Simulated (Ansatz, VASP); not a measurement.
## Two plane-wave programs on Mn

File POSCAR:

```
Mn
1.0
    2.2595922788      0.0000000000      0.0000000000
    0.0000000000      2.2595922788      0.0000000000
    0.0000000000      0.0000000000      2.2595922788
Mn
1
Direct
    0.0000000000      0.0000000000      0.0000000000
```

Contents of INCAR.step1:

```
PREC = Accurate ; ENCUT = 520
ISMEAR = -1 ; SIGMA = 0.1
LREAL = F ; LASPH = T
NELM = 60 ; NBANDS = 12
GGA = PE ; ALGO = Normal
EDIFF = 1E-4 ; LWAVE = T
LCHARG = F
```

The input INCAR.step2:

```
PREC = Accurate ; ENCUT = 520
EDIFF = 1E-6 ; ISMEAR = -1
SIGMA = 0.1 ; LREAL = F
LASPH = T ; NELM = 60
ALGO = Normal ; ISIF = 2
LWAVE = F ; LCHARG = F
METAGGA = R2SCAN ; LMIXTAU = T
NBANDS = 12 ; ISTART = 1
```

Contents of KPOINTS:

```
regular mesh
0
Gamma
  16 16 16
```

Input for Ansatz:

```yaml
crystal:
  lattice:
    - [2.2595922788, 0.0, 0.0]
    - [0.0, 2.2595922788, 0.0]
    - [0.0, 0.0, 2.2595922788]
  atoms:
    - { symbol: Mn, position: [0.0, 0.0, 0.0] }
hamiltonian:
  xc: r2scan
  pseudopotentials:
    kind: paw
    azcp:
      Mn: "pseudopotentials/Mn.paw.azcp"
basis:
  ecutwfc: 500
  fft_grid_basis: typed
kpoints:
  mp_grid: { grid: [16, 16, 16], shift: [0, 0, 0] }
magnetization:
  spin_polarized: false
scf:
  occupations: { method: fermi_dirac, width: 0.1 }
  lower_state_search: "off"
output:
  stress: true
```

Alike in both runs: task single point; functional r2SCAN; k mesh 16 × 16 × 16; occupations fermi-dirac, width 0.1 eV; no spin polarisation.

|  | VASP | Ansatz |
| --- | --- | --- |
| version | VASP 6.6.1 | Ansatz 0.2.0 |
| potentials or method | VASP PAW PBE potentials, release 64 (Mn_pv), cutoff 520 eV | plane waves (500 eV) with PAW, scalar-relativistic |
| valence electrons in the cell | 13 | 15 |

Ansatz gave:

```
pressure (GPa) : 0.0
```

**Question.** What did VASP give for the same quantities?

**Answer.** Pressure (GPa): 0.8.

VASP's potentials were made for PBE, not for r2SCAN. With one functional, cell and mesh, what is left measures potentials, basis and numerics. VASP's potentials hold 13 valence electrons a cell and Ansatz's 15, so a difference there can come from the potentials and not from the codes.
